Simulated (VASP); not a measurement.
# Ir in VASP: a series of runs, part 2 of 2

VASP 6.6.1.

### 4 Single point, PBE

Input file INCAR:

```
ALGO     = Normal         # electronic algorithm
DIPOL    = 0.5 0.5 0.500
EDIFF    = 1E-6           # SCF threshold, eV
ENCUT    = 520            # plane-wave cutoff, eV
GGA      = PE             # functional
IDIPOL   = 3            
ISIF     = 2              # what is computed and relaxed
ISMEAR   = -1             # smearing method
LASPH    = True           # aspherical terms in the spheres
LCHARG   = True           # write CHGCAR
LDIPOL   = True         
LELF     = True           # ELF
LREAL    = False          # projectors in reciprocal space
LVACPOTAV= True         
LVHAR    = True         
LWAVE    = False          # write WAVECAR
NBANDS   = 10             # bands
NELM     = 80             # most SCF steps
PREC     = Accurate       # precision mode
SIGMA    = 0.1            # smearing width, eV
```

Input file KPOINTS:

```
k-points
0
Gamma
  15 15 1
```

Input file POSCAR:

```
Ir
1.0
    2.7380282308      0.0000000000      0.0000000000
   -1.3690141154      2.3712020041      0.0000000000
    0.0000000000      0.0000000000     16.0000000000
Ir
1
Direct
    0.0000000000      0.0000000000      0.5000000000
```

Potentials or basis: VASP PAW PBE potentials, release 64 (Ir).

Run with:

```sh
cat potpaw_PBE.64/Ir/POTCAR > POTCAR
mpirun -np 1 vasp_std > vasp.out
```

OUTCAR:

```text
EDIFF = 1E-6
   ENCUT = 520
   GGA = PE
   ISIF = 2
   ISMEAR = -1
   LASPH = True
   LREAL = False
   NELM = 80
   PREC = Accurate

 ion  position               nearest neighbor table
   1  0.000  0.000  0.500-

  LATTYP: Found a hexagonal cell.
 ALAT       =     2.7380282308
 C/A-ratio  =     5.8436212673

  Lattice vectors:

 A1 = (   2.7380282308,   0.0000000000,   0.0000000000)
 A2 = (  -1.3690141154,   2.3712020041,   0.0000000000)
 A3 = (   0.0000000000,   0.0000000000,  16.0000000000)

Analysis of symmetry for initial positions (statically):
=====================================================================
 Subroutine PRICEL returns:
 Original cell was already a primitive cell.

 Routine SETGRP: Setting up the symmetry group for a
 hexagonal supercell.

 Subroutine GETGRP returns: Found 24 space group operations
 (whereof 24 operations were pure point group operations)
 out of a pool of 24 trial point group operations.

The static configuration has the point symmetry D_6h.

Analysis of symmetry for dynamics (positions and initial velocities):
=====================================================================
 Subroutine PRICEL returns:
 Original cell was already a primitive cell.

 Routine SETGRP: Setting up the symmetry group for a
 hexagonal supercell.

 Subroutine GETGRP returns: Found 24 space group operations
 (whereof 24 operations were pure point group operations)
 out of a pool of 24 trial point group operations.

The dynamic configuration has the point symmetry D_6h.

 Subroutine INISYM returns: Found 24 space group operations
 (whereof 24 operations are pure point group operations),
 and found     1 'primitive' translations

----------------------------------------------------------------------------------------

                                     Primitive cell

  volume of cell :     103.8787

  direct lattice vectors                    reciprocal lattice vectors
     2.738028231  0.000000000  0.000000000     0.365226329  0.210863519  0.000000000
    -1.369014115  2.371202004  0.000000000     0.000000000  0.421727039  0.000000000
     0.000000000  0.000000000 16.000000000     0.000000000  0.000000000  0.062500000

  length of vectors
     2.738028231  2.738028231 16.000000000     0.421727039  0.421727039  0.062500000

  position of ions in fractional coordinates (direct lattice)
     0.000000000  0.000000000  0.500000000

  ion indices of the primitive-cell ions
   primitive index   ion index
                 1           1

----------------------------------------------------------------------------------------

 KPOINTS: k-points

Automatic generation of k-mesh.
 Grid dimensions read from file:
 generate k-points for:   15   15    1

 Generating k-lattice:

  Cartesian coordinates                     Fractional coordinates (reciprocal lattice)
     0.024348422  0.014057568  0.000000000     0.066666667  0.000000000  0.000000000
     0.000000000  0.028115136  0.000000000     0.000000000  0.066666667  0.000000000
     0.000000000  0.000000000  0.062500000     0.000000000  0.000000000  1.000000000

  Length of vectors
     0.028115136  0.028115136  0.062500000

  Shift w.r.t. Gamma in fractional coordinates (k-lattice)
     0.000000000  0.000000000  0.000000000

 Subroutine IBZKPT returns following result:
 ===========================================

 Found     27 irreducible k-points:

 Following reciprocal coordinates:
            Coordinates               Weight
  0.000000  0.000000  0.000000      1.000000
  0.066667  0.000000  0.000000      6.000000
  0.133333  0.000000  0.000000      6.000000
  0.200000 -0.000000  0.000000      6.000000
  0.266667  0.000000  0.000000      6.000000
  0.333333  0.000000  0.000000      6.000000
[... 16 lines left out ...]
  0.333333  0.200000  0.000000     12.000000
  0.400000  0.200000  0.000000      6.000000
 [... further k-points ...]
   k-points           NKPTS =     27   k-points in BZ     NKDIM =     27   number of bands    NBANDS=     10
   number of dos      NEDOS =    301   number of ions     NIONS =      1
   total plane-waves  NPLWV =  48000
   dimension x,y,z NGX =    20 NGY =   20 NGZ =  120
   dimension x,y,z NGXF=    40 NGYF=   40 NGZF=  240
   ions per type =               1
   NGX,Y,Z   is equivalent  to a cutoff of  12.14, 12.14, 12.47 a.u.
   NGXF,Y,Z  is equivalent  to a cutoff of  24.29, 24.29, 24.94 a.u.
 SYSTEM =  unknown system
   PREC   = accura    normal or accurate (medium, high low for compatibility)
   ISTART =      0    job   : 0-new  1-cont  2-samecut
   ICHARG =      2    charge: 1-file 2-atom 10-const
   ISPIN  =      1    spin polarized calculation?
   LNONCOLLINEAR =      F non collinear calculations
   LSORBIT =      F    spin-orbit coupling
   LASPH  =      T    aspherical Exc in radial PAW
   ENCUT  =  520.0 eV  38.22 Ry    6.18 a.u.   5.09  5.09 29.75*2*pi/ulx,y,z
   NELM   =     80;   NELMIN=  2; NELMDL= -5     # of ELM steps
   EDIFF  = 0.1E-05   stopping-criterion for ELM
   LREAL  =      F    real-space projection
   EDIFFG = 0.1E-04   stopping-criterion for IOM
   NSW    =      0    number of steps for IOM
   IBRION =     -1    ionic relax: 0-MD 1-quasi-New 2-CG
   NFREE  =      0    steps in history (QN), initial steepest desc. (CG)
   ISIF   =      2    stress and relaxation
   ISYM   =      2    0-nonsym 1-usesym 2-fastsym
   POTIM  = 0.5000    time-step for ionic-motion
   TEBEG  =    0.0;   TEEND  =   0.0 temperature during run
   PSTRESS=    0.0 pullay stress
   NELECT =       9.0000    total number of electrons
   NUPDOWN=      -1.0000    fix difference up-down
   EMIN   =  10.00;   EMAX   =-10.00  energy-range for DOS
   EFERMI =   0.00;   METHOD = LEGACY
   ISMEAR =    -1;   SIGMA  =   0.10  broadening in eV -4-tet -1-fermi 0-gaus
   EFERMI_NEDOS =   21; number of points for ismear=-14 and -15
   IALGO  =     38    algorithm
   IMIX   =      4    mixing-type and parameters
     AMIX     =   0.40;   BMIX     =  1.00
     AMIX_MAG =   1.60;   BMIX_MAG =  1.00
  volume/ion in A,a.u.               =     103.88       701.01
  Fermi-wavevector in a.u.,A,eV,Ry     =   0.724403  1.368923  7.139787  0.524760
  Thomas-Fermi vector in A             =   1.814864
   LORBIT       =      0    0 simple, 1 ext, 2 COOP (PROOUT), +10 PAW based schemes
   GGA     = PE    functional components
   LHFCALC =     F    Hartree Fock is set to
   AEXX    =    0.0000 exact exchange contribution
   IVDW    =     0    specifies the selected vdW correction
   LEPSILON=     F    determine dielectric tensor
   LRPA    =     F    only Hartree local field effects (RPA)
 non-spin polarized calculation
  energy-cutoff  :      520.00
  volume of cell :      103.88
 maximum number of plane-waves:      2821
   NGX = 11   NGY = 11   NGZ = 59

 number of electron       9.0000000 magnetization

 dipolmoment           0.000000      0.000000     -0.000000 electrons x Angstroem

 Free energy of the ion-electron system (eV)
  ---------------------------------------------------
  ext. energy  EPLUGINS =         0.00000000
  ---------------------------------------------------
  free energy    TOTEN  =        -6.87521057 eV

  energy without entropy =       -6.76638035  energy(sigma->0) =       -6.82079546

 E-fermi :  -4.2147     XC(G=0):  -3.0908

 val. band max:       -4.2561309032   @ k =   0.3333   0.3333   0.0000
 cond. band min:      -4.1876582309   @ k =   0.4000   0.1333   0.0000
 fundamental gap:      0.0684726722
 Fermi energy:        -4.2146640514

 k-point     1 :       0.0000    0.0000    0.0000
  band No.  band energies     occupation
      1     -10.9936      2.00000
      2      -6.2935      2.00000
      3      -6.2935      2.00000
      4      -5.9081      2.00000
      5      -3.4300      0.00078
      6      -3.4300      0.00078
      7      -2.4084      0.00000
      8       1.8475      0.00000
      9       2.5285      0.00000
     10       3.0429      0.00000
[... 287 lines left out ...]
 k-point    24 :       0.4000    0.2000    0.0000
  band No.  band energies     occupation
      1      -8.0819      2.00000
      2      -6.7823      2.00000
      3      -5.1821      1.99987
      4      -5.0767      1.99964
      5      -4.2872      1.34756
      6       2.1596      0.00000
      7       2.7367      0.00000
      8       5.4971      0.00000
      9       8.0744      0.00000
     10       8.1652      0.00000

 [... further k-points ...]

------------------------ aborting loop because EDIFF is reached ----------------------------------------

  FORCE on cell =-STRESS in cart. coord.  units (eV):
  Direction    XX          YY          ZZ          XY          YZ          ZX
  --------------------------------------------------------------------------------------
  -------------------------------------------------------------------------------------
  Total       -4.9767606     -4.9767606     -0.0064525      0.0000000     -0.0000000     -0.0000000
  in kB      -76.7592762    -76.7592762     -0.0995210      0.0000000     -0.0000000     -0.0000000
  external PRESSURE =     -51.2060245 kB  Pullay stress =       0.0000000 kB

 VOLUME and BASIS-vectors are now :
 -----------------------------------------------------------------------------
  energy-cutoff  :      520.00
  volume of cell :      103.88
      direct lattice vectors                 reciprocal lattice vectors
     2.738028231  0.000000000  0.000000000     0.365226329  0.210863519  0.000000000
    -1.369014115  2.371202004  0.000000000     0.000000000  0.421727039  0.000000000
     0.000000000  0.000000000 16.000000000     0.000000000  0.000000000  0.062500000

 POSITION                                       TOTAL-FORCE (eV/Angst)
 -----------------------------------------------------------------------------------
      0.00000      0.00000      8.00000        -0.000000      0.000000      0.000000
 -----------------------------------------------------------------------------------
    total drift:                               -0.000000      0.000000     -0.000000

  FREE ENERGIE OF THE ION-ELECTRON SYSTEM (eV)
  ---------------------------------------------------
  free  energy   TOTEN  =        -6.8752105652 eV

  energy  without entropy=       -6.7663803525  energy(sigma->0) =       -6.82079546

 vacuum level on the upper side and lower side of the slab         2.204         2.204
```

It took 37 s on 1 thread of Intel Xeon 8259CL, shared host; peak memory 0.21 GiB.

Results:

* Free energy: -6.8752 eV
* Band gap on the k mesh: zero (an odd number of electrons rules out a gap without spin polarisation)

Caveat: spin-orbit coupling is left out, which moves the levels of the heavy elements.
